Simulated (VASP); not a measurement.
A run of VASP 6.6.1 is set up as follows.

The input POSCAR:

```
InP
1.0
    0.0000000000      2.7984427617      2.9538133435
    2.9538133435      0.0000000000      2.9538133435
    2.9538133435      2.7984427617      0.0000000000
In P
1 1
Direct
    0.0000000000      0.0000000000      0.0000000000
    0.2500000000      0.2500000000      0.2500000000
```

Contents of INCAR.step1:

```
  PREC = Accurate
  ENCUT = 520
  ISMEAR = 0
  SIGMA = 0.01
  LREAL = False
  LASPH = True
  NELM = 60
  NBANDS = 16
  GGA = PE
  ALGO = Normal
  EDIFF = 1E-4
  LWAVE = True
  LCHARG = False
```

INCAR.step2

```
  PREC = Accurate
  ENCUT = 520
  EDIFF = 1E-7
  ISMEAR = 0
  SIGMA = 0.01
  LREAL = False
  LASPH = True
  NELM = 60
  ALGO = Normal
  ISIF = 2
  LWAVE = False
  LCHARG = False
  METAGGA = R2SCAN
  LMIXTAU = True
  NBANDS = 16
  ISTART = 1
```

Contents of KPOINTS:

```
Automatic mesh
0
Gamma
  8 8 8
```

Potentials or basis: VASP PAW PBE potentials, release 64 (In_d, P).

Command:

```console
$ cat potpaw_PBE.64/In_d/POTCAR potpaw_PBE.64/P/POTCAR > POTCAR
$ cp INCAR.step1 INCAR
$ mpirun -np 1 vasp_std > vasp.out
$ cp INCAR.step2 INCAR
$ mpirun -np 1 vasp_std > vasp.out
```

Problem. Predict the band gap on the k mesh.

Solution. 1.17 eV, direct.

Problem. Estimate the pressure.

Solution. 3.9 GPa.

Stress tensor (GPa, compression positive):
```
3.24 0.00 0.00
0.00 5.28 0.00
0.00 0.00 3.24
```

Caveat: the cell differs from its parent crystal (uniaxial y strain -5.3%); the PAW data sets were made with another functional, which shifts forces and pressure a little; spin-orbit coupling is left out, which moves the levels of the heavy elements. A k mesh can miss the band edges.
